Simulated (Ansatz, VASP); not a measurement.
## One calculation of Sb, two programs

```
Sb
1.0
    -1.89644    1.89644    1.89644
     1.89644   -1.89644    1.89644
     1.89644    1.89644   -1.89644
Sb
1
Direct
  0.00000 0.00000 0.00000
```

Alike in both runs: functional PBE; k mesh 16 × 16 × 16; occupations gaussian, width 0.1 eV; no spin polarisation.

Ansatz relaxed the structure, and its values are those at the end. VASP's run is a single point on that final structure, the one shown.

```csv
,VASP,Ansatz
version,VASP 6.6.1,Ansatz 0.2.0
potentials or method,"VASP PAW PBE potentials, release 64 (Sb), cutoff 520 eV","scalar-relativistic, plane waves, PAW"
valence electrons in the cell,5,15
```

Ansatz gave:

| Item | Value |
| --- | --- |
| gap on the k mesh at the Fermi level (eV) | none |
| pressure (GPa) | 0.0 |

**Question.** Estimate VASP's values.

**Answer.** gap on the k mesh at the Fermi level (eV): none; pressure (GPa): -0.2.

A gap of «none» marks a metal or a gap that the smearing closes. VASP's potentials hold 5 valence electrons a cell and Ansatz's 15, so a difference there can come from the potentials and not from the codes.

Neither program's run includes spin-orbit coupling.
